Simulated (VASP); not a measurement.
Here is a VASP 6.6.1 calculation.

The input POSCAR:

```
AlN
1.0
    2.9554520440      0.0000000000      0.0000000000
   -1.4777260220      2.5594965498      0.0000000000
    0.0000000000      0.0000000000      4.9780000000
Al N
2 2
Direct
    0.3333333333      0.6666666667      0.0000000000
    0.6666666667      0.3333333333      0.5000000000
    0.3333333333      0.6666666667      0.3850000000
    0.6666666667      0.3333333333      0.8850000000
```

Contents of INCAR.step1:

```
SYSTEM = AlN
ALGO     = Normal         ! electronic algorithm
EDIFF    = 1E-4           ! SCF threshold, eV
ENCUT    = 520            ! plane-wave cutoff, eV
GGA      = PE             ! functional
ISMEAR   = 0              ! smearing method
LASPH    = .TRUE.         ! aspherical terms in the spheres
LCHARG   = .FALSE.        ! write CHGCAR
LREAL    = .FALSE.        ! projectors in reciprocal space
LWAVE    = .TRUE.         ! write WAVECAR
NBANDS   = 16             ! bands
NELM     = 80             ! most SCF steps
PREC     = Accurate       ! precision mode
SIGMA    = 0.05           ! smearing width, eV
```

INCAR.step2

```
SYSTEM = AlN
ALGO     = Normal         ! electronic algorithm
EDIFF    = 1E-7           ! SCF threshold, eV
ENCUT    = 520            ! plane-wave cutoff, eV
ISIF     = 2              ! what is computed and relaxed
ISMEAR   = 0              ! smearing method
ISTART   = 1            
LASPH    = .TRUE.         ! aspherical terms in the spheres
LCHARG   = .FALSE.        ! write CHGCAR
LMIXTAU  = .TRUE.       
LREAL    = .FALSE.        ! projectors in reciprocal space
LWAVE    = .FALSE.        ! write WAVECAR
METAGGA  = R2SCAN         ! meta-GGA
NBANDS   = 16             ! bands
NELM     = 80             ! most SCF steps
PREC     = Accurate       ! precision mode
SIGMA    = 0.05           ! smearing width, eV
```

KPOINTS

```
k-points
0
G
  12 12 6
  0 0 0
```

Potentials or basis: VASP PAW PBE potentials, release 64 (Al, N).

The run is started by

```bash
$ cat potpaw_PBE.64/Al/POTCAR potpaw_PBE.64/N/POTCAR > POTCAR
$ cp INCAR.step1 INCAR
$ mpirun -np 1 vasp_std > vasp.out
$ cp INCAR.step2 INCAR
$ mpirun -np 1 vasp_std > vasp.out
```

Problem. Estimate the pressure.

Solution. 27.2 GPa.

Problem. Predict the largest force.

Solution. 0.987 eV/Å.

Forces in eV/Å, atoms in the order of the input:
```
Al   0.000  0.000  0.987
Al   0.000  0.000  0.987
N    0.000  0.000 -0.987
N    0.000  0.000 -0.987
```

Caveat: the cell differs from its parent crystal (strain -0.050 along x and y, +0.000 along z); the stress differs along the axes, from 6 to 38 GPa; the PAW data sets were made with another functional, which shifts forces and pressure a little.
